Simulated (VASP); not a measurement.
# AlNi (P4/mmm) in VASP: a series of runs

The runs below take AlNi through single point, with PBEsol.

All numbers are computed with VASP 6.6.1; they aren't measurements. Logs are shortened: lines on timing, memory, paths and dates and some standing lists are left out, and cuts for length are marked.

## 1. The cell of the first run

The structure is tetragonal, space group P4/mmm (No. 123). The conventional cell has a = 2.859 Å, b = 2.859 Å, c = 2.927 Å, α = 90.00°, β = 90.00°, γ = 90.00°. Within 3.3 Å of Al (site symmetry 4/mmm) lie 8 Ni at 2.50 Å and 6 Al at 2.86 to 2.93 Å. Within 3.3 Å of Ni (site symmetry 4/mmm) lie 8 Al at 2.50 Å and 6 Ni at 2.86 to 2.93 Å.

## 2. Single point, PBEsol (strain along c alone, the other axes held: +2.0 %)

Contents of INCAR:

```
SYSTEM = AlNi
PREC = Accurate
ENCUT = 520
EDIFF = 1E-6
ISMEAR = 0
SIGMA = 0.1
LREAL = .FALSE.
LASPH = .TRUE.
NELM = 60
ALGO = Fast
ISIF = 2
LWAVE = .FALSE.
LCHARG = .FALSE.
GGA = PS
NBANDS = 14
```

Contents of KPOINTS:

```
Automatic mesh
0
G
  14 14 14
  0 0 0
```

Contents of POSCAR:

```
AlNi
1.0
    2.8586048674      0.0000000000      0.0000000000
    0.0000000000      2.8586048674      0.0000000000
    0.0000000000      0.0000000000      2.9267970636
Al Ni
1 1
Direct
    0.0000000000      0.0000000000      0.0000000000
    0.5000000000      0.5000000000      0.5000000000
```

Potentials or basis: VASP PAW PBE potentials, release 64 (Al, Ni).

Started as:

```bash
$ cat potpaw_PBE.64/Al/POTCAR potpaw_PBE.64/Ni/POTCAR > POTCAR
$ mpirun -np 1 vasp_std > vasp.out
```

OUTCAR:

```text
SYSTEM = AlNi
   PREC = Accurate
   ENCUT = 520
   EDIFF = 1E-6
   ISMEAR = 0
   LREAL = .FALSE.
   LASPH = .TRUE.
   NELM = 60
   ISIF = 2
   GGA = PS

 ion  position               nearest neighbor table
   1  0.000  0.000  0.000-   2 2.50   2 2.50   2 2.50   2 2.50   2 2.50   2 2.50   2 2.50   2 2.50

   2  0.500  0.500  0.500-   1 2.50   1 2.50   1 2.50   1 2.50   1 2.50   1 2.50   1 2.50   1 2.50

  LATTYP: Found a simple tetragonal cell.
 ALAT       =     2.8586048674
 C/A-ratio  =     1.0238550619

  Lattice vectors:

 A1 = (   2.8586048674,   0.0000000000,   0.0000000000)
 A2 = (   0.0000000000,   2.8586048674,   0.0000000000)
 A3 = (   0.0000000000,   0.0000000000,   2.9267970636)

Analysis of symmetry for initial positions (statically):
=====================================================================
 Subroutine PRICEL returns:
 Original cell was already a primitive cell.

 Routine SETGRP: Setting up the symmetry group for a
 simple tetragonal supercell.

 Subroutine GETGRP returns: Found 16 space group operations
 (whereof 16 operations were pure point group operations)
 out of a pool of 16 trial point group operations.

The static configuration has the point symmetry D_4h.

Analysis of symmetry for dynamics (positions and initial velocities):
=====================================================================
 Subroutine PRICEL returns:
 Original cell was already a primitive cell.

 Routine SETGRP: Setting up the symmetry group for a
 simple tetragonal supercell.

 Subroutine GETGRP returns: Found 16 space group operations
 (whereof 16 operations were pure point group operations)
 out of a pool of 16 trial point group operations.

The dynamic configuration has the point symmetry D_4h.

 Subroutine INISYM returns: Found 16 space group operations
 (whereof 16 operations are pure point group operations),
 and found     1 'primitive' translations

----------------------------------------------------------------------------------------

                                     Primitive cell

  volume of cell :      23.9167

  direct lattice vectors                    reciprocal lattice vectors
     2.858604867  0.000000000  0.000000000     0.349820995  0.000000000  0.000000000
     0.000000000  2.858604867  0.000000000     0.000000000  0.349820995  0.000000000
     0.000000000  0.000000000  2.926797064     0.000000000  0.000000000  0.341670426

  length of vectors
     2.858604867  2.858604867  2.926797064     0.349820995  0.349820995  0.341670426

  position of ions in fractional coordinates (direct lattice)
     0.000000000  0.000000000  0.000000000
[... 86 lines left out ...]
   POTIM  = 0.5000    time-step for ionic-motion
   TEBEG  =    0.0;   TEEND  =   0.0 temperature during run
   PSTRESS=    0.0 pullay stress
   NELECT =      13.0000    total number of electrons
   NUPDOWN=      -1.0000    fix difference up-down
   EMIN   =  10.00;   EMAX   =-10.00  energy-range for DOS
   EFERMI =   0.00;   METHOD = LEGACY
   ISMEAR =     0;   SIGMA  =   0.10  broadening in eV -4-tet -1-fermi 0-gaus
   EFERMI_NEDOS =   21; number of points for ismear=-14 and -15
   IALGO  =     68    algorithm
   IMIX   =      4    mixing-type and parameters
     AMIX     =   0.40;   BMIX     =  1.00
     AMIX_MAG =   1.60;   BMIX_MAG =  1.00
  volume/ion in A,a.u.               =      11.96        80.70
  Fermi-wavevector in a.u.,A,eV,Ry     =   1.336049  2.524766 24.286759  1.785026
  Thomas-Fermi vector in A             =   2.464706
   LORBIT       =      0    0 simple, 1 ext, 2 COOP (PROOUT), +10 PAW based schemes
   GGA     = PS    functional components
   LHFCALC =     F    Hartree Fock is set to
   AEXX    =    0.0000 exact exchange contribution
   IVDW    =     0    specifies the selected vdW correction
   LEPSILON=     F    determine dielectric tensor
   LRPA    =     F    only Hartree local field effects (RPA)
 non-spin polarized calculation
 RMM-DIIS sequential band-by-band and
 Gauss-broadening in eV      SIGMA  =   0.10
  energy-cutoff  :      520.00
  volume of cell :       23.92
 maximum number of plane-waves:       663
 NGX is ok and might be reduce to    24
   NGX = 11   NGY = 11   NGZ = 11

 number of electron      13.0000007 magnetization

 Free energy of the ion-electron system (eV)
  ---------------------------------------------------
  ext. energy  EPLUGINS =         0.00000000
  ---------------------------------------------------
  free energy    TOTEN  =       -11.58089078 eV

  energy without entropy =      -11.57601682  energy(sigma->0) =      -11.57845380

 E-fermi :   9.8771     XC(G=0): -12.1652

 val. band max:        9.8713759775   @ k =   0.5000   0.2857   0.5000
 cond. band min:       9.8820874642   @ k =   0.4286   0.3571   0.2143
 fundamental gap:      0.0107114867
 Fermi energy:         9.8770535671

 k-point     1 :       0.0000    0.0000    0.0000
  band No.  band energies     occupation
      1      -1.2352      2.00000
      2       6.6500      2.00000
      3       6.6677      2.00000
      4       8.3345      2.00000
      5       8.3345      2.00000
      6       8.3974      2.00000
      7      14.8385      0.00000
      8      15.6735      0.00000
      9      15.6735      0.00000
     10      17.9185      0.00000
     11      18.1352      0.00000
     12      23.6471      0.00000
     13      30.6208      0.00000
     14      30.6231      0.00000
[... 377 lines left out ...]
      1       1.8478      2.00000
      2       5.7215      2.00000
      3       7.0731      2.00000
      4       7.6257      2.00000
      5       7.7539      2.00000
      6       8.1248      2.00000
      7       9.8642      1.14432
      8      13.8241      0.00000
      9      17.9020      0.00000
     10      18.5813      0.00000
     11      21.2279      0.00000
     12      23.3506      0.00000
     13      25.7233      0.00000
     14      27.4237      0.00000

 [... further k-points ...]
[... 5 lines left out ...]
  --------------------------------------------------------------------------------------
  -------------------------------------------------------------------------------------
  Total       -0.4216621     -0.4216621     -0.6680020      0.0000000      0.0000000      0.0000000
  in kB      -28.2471287    -28.2471287    -44.7494242      0.0000000      0.0000000      0.0000000
  external PRESSURE =     -33.7478939 kB  Pullay stress =       0.0000000 kB

 VOLUME and BASIS-vectors are now :
 -----------------------------------------------------------------------------
  energy-cutoff  :      520.00
  volume of cell :       23.92
      direct lattice vectors                 reciprocal lattice vectors
     2.858604867  0.000000000  0.000000000     0.349820995  0.000000000  0.000000000
     0.000000000  2.858604867  0.000000000     0.000000000  0.349820995  0.000000000
     0.000000000  0.000000000  2.926797064     0.000000000  0.000000000  0.341670426

 POSITION                                       TOTAL-FORCE (eV/Angst)
 -----------------------------------------------------------------------------------
      0.00000      0.00000      0.00000         0.000000      0.000000      0.000000
      1.42930      1.42930      1.46340         0.000000      0.000000      0.000000
 -----------------------------------------------------------------------------------
    total drift:                                0.000000      0.000000     -0.000000

  FREE ENERGIE OF THE ION-ELECTRON SYSTEM (eV)
  ---------------------------------------------------
  free  energy   TOTEN  =       -11.5808907814 eV

  energy  without entropy=      -11.5760168173  energy(sigma->0) =      -11.57845380
```

stdout:

```text
POSCAR found type information on POSCAR AlNi
 POSCAR found :  2 types and       2 ions
 scaLAPACK will be used
 -----------------------------------------------------------------------------
|                                                                             |
|                                                                             |
|     You enforced a specific xc type in the INCAR file but a different       |
|     I HOPE YOU KNOW WHAT YOU ARE DOING!                                     |
|                                                                             |
 -----------------------------------------------------------------------------

 LDA part: xc-table for (Slater+PW92), standard interpolation
 POSCAR, INCAR and KPOINTS ok, starting setup
 FFT: planning ... GRIDC
 FFT: planning ... GRID_SOFT
 FFT: planning ... GRID
 WAVECAR not read
 entering main loop
```

It took 38 s on 1 thread of Intel Xeon 6975P-C (Granite Rapids), shared host; peak memory 0.21 GiB.

What came out:

```yaml
Free_energy: -11.5809 eV
Pressure: -3.4 GPa
```

Stress tensor (GPa, compression positive):
```
-2.82  0.00  0.00
 0.00 -2.82  0.00
 0.00  0.00 -4.47
```

Caveat: the cell differs from its parent crystal (strain along c alone, the other axes held: +2.0 %); the PAW data sets were made with another functional, which shifts forces and pressure a little. Spin polarisation is off, so any magnetic state and its effect on volume and gap are missing.

## 3. Single point, PBEsol (strain along c alone, the other axes held: +3.0 %)

Contents of INCAR:

```
SYSTEM = AlNi
  ALGO = Fast
  EDIFF = 1E-6
  ENCUT = 520
  GGA = PS
  ISIF = 2
  ISMEAR = 0
  LASPH = .TRUE.
  LCHARG = .TRUE.
  LELF = .TRUE.
  LREAL = .FALSE.
  LVHAR = .TRUE.
  LWAVE = .FALSE.
  NBANDS = 14
  NELM = 60
  PREC = Accurate
  SIGMA = 0.1
```

Contents of KPOINTS:

```
k-points
0
G
  14 14 14
  0 0 0
```

Edit POSCAR of step 2 so:

```diff
@@ -4,3 +4,3 @@
     0.0000000000      2.8586048674      0.0000000000
-    0.0000000000      0.0000000000      2.9267970636
+    0.0000000000      0.0000000000      2.9554911525
 Al Ni
```

Potentials or basis: VASP PAW PBE potentials, release 64 (Al, Ni).

Started as:

```bash
$ cat potpaw_PBE.64/Al/POTCAR potpaw_PBE.64/Ni/POTCAR > POTCAR
$ mpirun -np 1 vasp_std > vasp.out
```

OUTCAR:

```text
SYSTEM = AlNi
   EDIFF = 1E-6
   ENCUT = 520
   GGA = PS
   ISIF = 2
   ISMEAR = 0
   LASPH = .TRUE.
   LREAL = .FALSE.
   NELM = 60
   PREC = Accurate

 ion  position               nearest neighbor table
   1  0.000  0.000  0.000-   2 2.50   2 2.50   2 2.50   2 2.50   2 2.50   2 2.50   2 2.50   2 2.50

   2  0.500  0.500  0.500-   1 2.50   1 2.50   1 2.50   1 2.50   1 2.50   1 2.50   1 2.50   1 2.50

  LATTYP: Found a simple tetragonal cell.
 ALAT       =     2.8586048674
 C/A-ratio  =     1.0338928567

  Lattice vectors:

 A1 = (   2.8586048674,   0.0000000000,   0.0000000000)
[... 590 lines left out ...]
     12      22.9881      0.00000
     13      25.3792      0.00000
     14      27.0851      0.00000

 [... further k-points ...]
[... 5 lines left out ...]
  --------------------------------------------------------------------------------------
  -------------------------------------------------------------------------------------
  Total       -0.6090927     -0.6090927     -0.9564535      0.0000000      0.0000000      0.0000000
  in kB      -40.4069505    -40.4069505    -63.4507120      0.0000000      0.0000000      0.0000000
  external PRESSURE =     -48.0882043 kB  Pullay stress =       0.0000000 kB

 VOLUME and BASIS-vectors are now :
 -----------------------------------------------------------------------------
  energy-cutoff  :      520.00
  volume of cell :       24.15
      direct lattice vectors                 reciprocal lattice vectors
     2.858604867  0.000000000  0.000000000     0.349820995  0.000000000  0.000000000
     0.000000000  2.858604867  0.000000000     0.000000000  0.349820995  0.000000000
     0.000000000  0.000000000  2.955491153     0.000000000  0.000000000  0.338353238

 POSITION                                       TOTAL-FORCE (eV/Angst)
 -----------------------------------------------------------------------------------
      0.00000      0.00000      0.00000         0.000000      0.000000      0.000000
      1.42930      1.42930      1.47775         0.000000      0.000000      0.000000
 -----------------------------------------------------------------------------------
    total drift:                                0.000000      0.000000     -0.000000

  FREE ENERGIE OF THE ION-ELECTRON SYSTEM (eV)
  ---------------------------------------------------
  free  energy   TOTEN  =       -11.5733269273 eV

  energy  without entropy=      -11.5683846768  energy(sigma->0) =      -11.57085580
```

stdout:

```text
POSCAR found type information on POSCAR AlNi
 POSCAR found :  2 types and       2 ions
 scaLAPACK will be used
 -----------------------------------------------------------------------------
|                                                                             |
|                                                                             |
|     You enforced a specific xc type in the INCAR file but a different       |
|     I HOPE YOU KNOW WHAT YOU ARE DOING!                                     |
|                                                                             |
 -----------------------------------------------------------------------------

 LDA part: xc-table for (Slater+PW92), standard interpolation
 POSCAR, INCAR and KPOINTS ok, starting setup
 FFT: planning ... GRIDC
 FFT: planning ... GRID_SOFT
 FFT: planning ... GRID
 WAVECAR not read
 entering main loop
WARNING in EDDRMM: call to ZHEGV failed, returncode =   8  4     14
```

It took 38 s on 1 thread of Intel Xeon 6975P-C (Granite Rapids), shared host; peak memory 0.21 GiB.

What came out:

| Property | Result |
| --- | --- |
| Free energy | -11.5733 eV |
| Pressure | -4.8 GPa |

Caveat: the cell differs from its parent crystal (strain along c alone, the other axes held: +3.0 %); the PAW data sets were made with another functional, which shifts forces and pressure a little.
